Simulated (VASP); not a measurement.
# AlCu3 (Pm-3m) in VASP: a series of runs

AlCu3 is run at these levels: PBEsol; tasks: single point.

Everything below comes from runs of VASP 6.6.1. Logs are shortened: lines on timing, memory, paths and dates and some standing lists are left out, and cuts for length are marked.

**1. The cell of the first run**

Symmetry: Pm-3m, No. 221, cubic system. Conventional cell: a = 3.575 Å, b = 3.575 Å, c = 3.575 Å, α = 90.00°, β = 90.00°, γ = 90.00°. Within 3.3 Å of Al (site symmetry m-3m) lie 12 Cu at 2.53 Å. Within 3.3 Å of Cu (site symmetry 4/mmm) lie 4 Al at 2.53 Å and 8 Cu at 2.53 Å.

**2. Single point, PBEsol**

INCAR

```
ALGO = Fast ; EDIFF = 1E-6
ENCUT = 520 ; GGA = PS
ISIF = 2 ; ISMEAR = 0
LASPH = T ; LCHARG = F
LREAL = F ; LWAVE = F
NBANDS = 26 ; NELM = 60
PREC = Accurate ; SIGMA = 0.1
```

KPOINTS

```
k-points
0
Gamma
  12 12 12
```

POSCAR

```
AlCu3
1.0
    3.5754616931      0.0000000000      0.0000000000
    0.0000000000      3.5754616931      0.0000000000
    0.0000000000      0.0000000000      3.5754616931
Al Cu
1 3
Direct
    0.0000000000      0.0000000000      0.0000000000
    0.5000000000      0.5000000000      0.0000000000
    0.5000000000      0.0000000000      0.5000000000
    0.0000000000      0.5000000000      0.5000000000
```

Potentials or basis: VASP PAW PBE potentials, release 64 (Al, Cu).

Command:

```console
$ cat potpaw_PBE.64/Al/POTCAR potpaw_PBE.64/Cu/POTCAR > POTCAR
$ mpirun -np 1 vasp_std > vasp.out
```

OUTCAR:

```text
EDIFF = 1E-6
   ENCUT = 520
   GGA = PS
   ISIF = 2
   ISMEAR = 0
   LASPH = T
   LREAL = F
   NELM = 60
   PREC = Accurate

 ion  position               nearest neighbor table
   1  0.000  0.000  0.000-   2 2.53   3 2.53   4 2.53   3 2.53   4 2.53   2 2.53   4 2.53   4 2.53
                             2 2.53   3 2.53   3 2.53   2 2.53
   2  0.500  0.500  0.000-   1 2.53   3 2.53   4 2.53   3 2.53   4 2.53   1 2.53   3 2.53   3 2.53
                             1 2.53   4 2.53   4 2.53   1 2.53
   3  0.500  0.000  0.500-   1 2.53   2 2.53   4 2.53   1 2.53   2 2.53   2 2.53   4 2.53   2 2.53
                             1 2.53   4 2.53   1 2.53   4 2.53
   4  0.000  0.500  0.500-   1 2.53   2 2.53   3 2.53   1 2.53   2 2.53   1 2.53   3 2.53   1 2.53
                             2 2.53   3 2.53   2 2.53   3 2.53

  LATTYP: Found a simple cubic cell.
 ALAT       =     3.5754616931

  Lattice vectors:

 A1 = (   3.5754616931,   0.0000000000,   0.0000000000)
 A2 = (   0.0000000000,   3.5754616931,   0.0000000000)
 A3 = (   0.0000000000,   0.0000000000,   3.5754616931)

Analysis of symmetry for initial positions (statically):
=====================================================================
 Subroutine PRICEL returns:
 Original cell was already a primitive cell.

 Routine SETGRP: Setting up the symmetry group for a
 simple cubic supercell.

 Subroutine GETGRP returns: Found 48 space group operations
 (whereof 48 operations were pure point group operations)
 out of a pool of 48 trial point group operations.

The static configuration has the point symmetry O_h .

Analysis of symmetry for dynamics (positions and initial velocities):
=====================================================================
 Subroutine PRICEL returns:
 Original cell was already a primitive cell.

 Routine SETGRP: Setting up the symmetry group for a
 simple cubic supercell.

 Subroutine GETGRP returns: Found 48 space group operations
 (whereof 48 operations were pure point group operations)
 out of a pool of 48 trial point group operations.

The dynamic configuration has the point symmetry O_h .

 Subroutine INISYM returns: Found 48 space group operations
 (whereof 48 operations are pure point group operations),
 and found     1 'primitive' translations

----------------------------------------------------------------------------------------

                                     Primitive cell

  volume of cell :      45.7084

  direct lattice vectors                    reciprocal lattice vectors
     3.575461693  0.000000000  0.000000000     0.279684160  0.000000000  0.000000000
     0.000000000  3.575461693  0.000000000     0.000000000  0.279684160  0.000000000
     0.000000000  0.000000000  3.575461693     0.000000000  0.000000000  0.279684160

  length of vectors
     3.575461693  3.575461693  3.575461693     0.279684160  0.279684160  0.279684160

  position of ions in fractional coordinates (direct lattice)
     0.000000000  0.000000000  0.000000000
     0.500000000  0.500000000  0.000000000
     0.500000000  0.000000000  0.500000000
     0.000000000  0.500000000  0.500000000

  ion indices of the primitive-cell ions
   primitive index   ion index
                 1           1
                 2           2
                 3           3
                 4           4

----------------------------------------------------------------------------------------

 KPOINTS: k-points

Automatic generation of k-mesh.
 Grid dimensions read from file:
 generate k-points for:   12   12   12

 Generating k-lattice:

  Cartesian coordinates                     Fractional coordinates (reciprocal lattice)
     0.023307013  0.000000000  0.000000000     0.083333333  0.000000000  0.000000000
     0.000000000  0.023307013  0.000000000     0.000000000  0.083333333  0.000000000
     0.000000000  0.000000000  0.023307013     0.000000000  0.000000000  0.083333333

  Length of vectors
     0.023307013  0.023307013  0.023307013

  Shift w.r.t. Gamma in fractional coordinates (k-lattice)
     0.000000000  0.000000000  0.000000000

 Subroutine IBZKPT returns following result:
 ===========================================

 Found     84 irreducible k-points:

 Following reciprocal coordinates:
            Coordinates               Weight
  0.000000  0.000000  0.000000      1.000000
  0.083333  0.000000  0.000000      6.000000
  0.166667  0.000000  0.000000      6.000000
  0.250000  0.000000  0.000000      6.000000
  0.333333  0.000000  0.000000      6.000000
  0.416667  0.000000  0.000000      6.000000
[... 16 lines left out ...]
  0.333333  0.333333  0.000000     12.000000
  0.416667  0.333333  0.000000     24.000000
 [... further k-points ...]
   k-points           NKPTS =     84   k-points in BZ     NKDIM =     84   number of bands    NBANDS=     26
   number of dos      NEDOS =    301   number of ions     NIONS =      4
   total plane-waves  NPLWV =  21952
   dimension x,y,z NGX =    28 NGY =   28 NGZ =   28
   dimension x,y,z NGXF=    56 NGYF=   56 NGZF=   56
   ions per type =               1   3
   NGX,Y,Z   is equivalent  to a cutoff of  13.02, 13.02, 13.02 a.u.
   NGXF,Y,Z  is equivalent  to a cutoff of  26.04, 26.04, 26.04 a.u.
 SYSTEM =  unknown system
   PREC   = accura    normal or accurate (medium, high low for compatibility)
   ISTART =      0    job   : 0-new  1-cont  2-samecut
   ICHARG =      2    charge: 1-file 2-atom 10-const
   ISPIN  =      1    spin polarized calculation?
   LNONCOLLINEAR =      F non collinear calculations
   LSORBIT =      F    spin-orbit coupling
   LASPH  =      T    aspherical Exc in radial PAW
   ENCUT  =  520.0 eV  38.22 Ry    6.18 a.u.   6.65  6.65  6.65*2*pi/ulx,y,z
   NELM   =     60;   NELMIN=  2; NELMDL= -5     # of ELM steps
   EDIFF  = 0.1E-05   stopping-criterion for ELM
   LREAL  =      F    real-space projection
   EDIFFG = 0.1E-04   stopping-criterion for IOM
   NSW    =      0    number of steps for IOM
   IBRION =     -1    ionic relax: 0-MD 1-quasi-New 2-CG
   NFREE  =      0    steps in history (QN), initial steepest desc. (CG)
   ISIF   =      2    stress and relaxation
   ISYM   =      2    0-nonsym 1-usesym 2-fastsym
   POTIM  = 0.5000    time-step for ionic-motion
   TEBEG  =    0.0;   TEEND  =   0.0 temperature during run
   PSTRESS=    0.0 pullay stress
   NELECT =      36.0000    total number of electrons
   NUPDOWN=      -1.0000    fix difference up-down
   EMIN   =  10.00;   EMAX   =-10.00  energy-range for DOS
   EFERMI =   0.00;   METHOD = LEGACY
   ISMEAR =     0;   SIGMA  =   0.10  broadening in eV -4-tet -1-fermi 0-gaus
   EFERMI_NEDOS =   21; number of points for ismear=-14 and -15
   IALGO  =     68    algorithm
   IMIX   =      4    mixing-type and parameters
     AMIX     =   0.40;   BMIX     =  1.00
     AMIX_MAG =   1.60;   BMIX_MAG =  1.00
  volume/ion in A,a.u.               =      11.43        77.11
  Fermi-wavevector in a.u.,A,eV,Ry     =   1.511855  2.856992 31.098921  2.285706
  Thomas-Fermi vector in A             =   2.621857
   LORBIT       =      0    0 simple, 1 ext, 2 COOP (PROOUT), +10 PAW based schemes
   GGA     = PS    functional components
   LHFCALC =     F    Hartree Fock is set to
   AEXX    =    0.0000 exact exchange contribution
   IVDW    =     0    specifies the selected vdW correction
   LEPSILON=     F    determine dielectric tensor
   LRPA    =     F    only Hartree local field effects (RPA)
 non-spin polarized calculation
 RMM-DIIS sequential band-by-band and
 Gauss-broadening in eV      SIGMA  =   0.10
  energy-cutoff  :      520.00
  volume of cell :       45.71
 maximum number of plane-waves:      1253
 NGX is ok and might be reduce to    28
   NGX = 13   NGY = 13   NGZ = 13

 number of electron      35.9999913 magnetization

 Free energy of the ion-electron system (eV)
  ---------------------------------------------------
  ext. energy  EPLUGINS =         0.00000000
  ---------------------------------------------------
  free energy    TOTEN  =       -17.71862282 eV

  energy without entropy =      -17.71330966  energy(sigma->0) =      -17.71596624

 E-fermi :   9.2260     XC(G=0): -12.7545

 val. band max:        9.2228385576   @ k =   0.2500   0.1667   0.1667
 cond. band min:       9.2810632667   @ k =   0.1667   0.0833   0.0833
 fundamental gap:      0.0582247091
 Fermi energy:         9.2260206219

 k-point     1 :       0.0000    0.0000    0.0000
  band No.  band energies     occupation
      1      -1.8565      2.00000
      2       3.5041      2.00000
      3       4.1103      2.00000
      4       4.1103      2.00000
      5       4.4004      2.00000
      6       4.4004      2.00000
[... 18 lines left out ...]
     25      20.1290      0.00000
     26      21.4529      0.00000

 k-point     2 :       0.0833    0.0000    0.0000
  band No.  band energies     occupation
      1      -1.7726      2.00000
      2       3.5285      2.00000
      3       4.0748      2.00000
      4       4.1565      2.00000
      5       4.4133      2.00000
      6       4.4133      2.00000
[... 18 lines left out ...]
     25      19.8405      0.00000
     26      21.0017      0.00000

 k-point     3 :       0.1667    0.0000    0.0000
  band No.  band energies     occupation
      1      -1.5226      2.00000
      2       3.5630      2.00000
      3       3.9701      2.00000
      4       4.2893      2.00000
      5       4.4506      2.00000
      6       4.4506      2.00000
[... 572 lines left out ...]
 k-point    23 :       0.3333    0.3333    0.0000
  band No.  band energies     occupation
      1       0.6599      2.00000
      2       3.4457      2.00000
      3       3.5550      2.00000
      4       4.5291      2.00000
      5       4.5308      2.00000
      6       4.8023      2.00000
[... 18 lines left out ...]
     25      19.1799      0.00000
     26      20.5954      0.00000

 k-point    24 :       0.4167    0.3333    0.0000
  band No.  band energies     occupation
      1       1.2720      2.00000
      2       2.8639      2.00000
      3       3.7466      2.00000
      4       4.5586      2.00000
      5       4.5659      2.00000
      6       4.9197      2.00000
[... 18 lines left out ...]
     25      19.4882      0.00000
     26      20.3378      0.00000

 [... further k-points ...]

------------------------ aborting loop because EDIFF is reached ----------------------------------------

  FORCE on cell =-STRESS in cart. coord.  units (eV):
  Direction    XX          YY          ZZ          XY          YZ          ZX
  --------------------------------------------------------------------------------------
  -------------------------------------------------------------------------------------
  Total        2.4215096      2.4215096      2.4215096     -0.0000000     -0.0000000      0.0000000
  in kB       84.8790249     84.8790249     84.8790249     -0.0000000     -0.0000000      0.0000000
  external PRESSURE =      84.8790249 kB  Pullay stress =       0.0000000 kB

 VOLUME and BASIS-vectors are now :
 -----------------------------------------------------------------------------
  energy-cutoff  :      520.00
  volume of cell :       45.71
      direct lattice vectors                 reciprocal lattice vectors
     3.575461693  0.000000000  0.000000000     0.279684160  0.000000000  0.000000000
     0.000000000  3.575461693  0.000000000     0.000000000  0.279684160  0.000000000
     0.000000000  0.000000000  3.575461693     0.000000000  0.000000000  0.279684160

 POSITION                                       TOTAL-FORCE (eV/Angst)
 -----------------------------------------------------------------------------------
      0.00000      0.00000      0.00000         0.000000      0.000000      0.000000
      1.78773      1.78773      0.00000         0.000000      0.000000      0.000000
      1.78773      0.00000      1.78773         0.000000      0.000000      0.000000
      0.00000      1.78773      1.78773         0.000000      0.000000      0.000000
 -----------------------------------------------------------------------------------
    total drift:                                0.000000      0.000000      0.000000

  FREE ENERGIE OF THE ION-ELECTRON SYSTEM (eV)
  ---------------------------------------------------
  free  energy   TOTEN  =       -17.7186228216 eV

  energy  without entropy=      -17.7133096612  energy(sigma->0) =      -17.71596624
```

It took 61 s on 1 thread of Intel Xeon Platinum 8488C (Sapphire Rapids), shared host; peak memory 0.21 GiB.

Results:

| Property | Result |
| --- | --- |
| Free energy | -17.7186 eV |
| Pressure | 8.5 GPa |
| Band gap on the k mesh | zero (bands 18 and 19 overlap by 5.78 eV) |

Caveat: the cell stands under pressure; the PAW data sets were made with another functional, which shifts forces and pressure a little.

**3. Single point, PBEsol**

This run uses another cell than the first one, of 11.75 Å³/atom.

INCAR

```
SYSTEM = AlCu3
PREC     = Accurate       ! precision mode
ENCUT    = 520            ! plane-wave cutoff, eV
EDIFF    = 1E-6           ! SCF threshold, eV
ISMEAR   = 0              ! smearing method
SIGMA    = 0.1            ! smearing width, eV
LREAL    = .FALSE.        ! projectors in reciprocal space
LASPH    = .TRUE.         ! aspherical terms in the spheres
NELM     = 80             ! most SCF steps
ALGO     = Normal         ! electronic algorithm
ISIF     = 2              ! what is computed and relaxed
LWAVE    = .FALSE.        ! write WAVECAR
LCHARG   = .TRUE.         ! write CHGCAR
GGA      = PS             ! functional
LELF     = .TRUE.         ! ELF
LVHAR    = .TRUE.       
NBANDS   = 26             ! bands
```

KPOINTS

```
regular mesh
0
G
  12 12 12
  0 0 0
```

POSCAR

```
AlCu3
1.0
    3.6091343521      0.0000000000      0.0000000000
    0.0000000000      3.6091343521      0.0000000000
    0.0000000000      0.0000000000      3.6091343521
Al Cu
1 3
Direct
    0.0000000000      0.0000000000      0.0000000000
    0.5000000000      0.5000000000      0.0000000000
    0.5000000000      0.0000000000      0.5000000000
    0.0000000000      0.5000000000      0.5000000000
```

Potentials or basis: VASP PAW PBE potentials, release 64 (Al, Cu).

Command:

```console
$ cat potpaw_PBE.64/Al/POTCAR potpaw_PBE.64/Cu/POTCAR > POTCAR
$ mpirun -np 1 vasp_std > vasp.out
```

Run time: 47 s. Hardware: 1 thread of Intel Xeon Platinum 8488C (Sapphire Rapids), shared host; peak memory 0.21 GiB.

The run converged. Its results:

- Free energy: -17.7680 eV
- Pressure: 3.5 GPa
- Band gap on the k mesh: zero (bands 18 and 19 overlap by 5.63 eV)

Levels at points of the mesh, in eV from the Fermi level:
```
           k point  band 16  band 17  band 18  band 19  band 20  band 21
(0.00, 0.00, 0.00)    -2.07    -0.31    -0.31    -0.31     4.49     4.49
(0.50, 0.00, 0.00)    -2.51    -2.07     3.88     3.88     3.95     3.95
(0.50, 0.50, 0.00)    -2.80    -2.38    -1.20    -1.20     6.51     6.52
(0.50, 0.50, 0.50)    -2.25    -2.25    -2.25    -1.51     1.45     1.84
```

Caveat: the cell stands under pressure; the PAW data sets were made with another functional, which shifts forces and pressure a little.
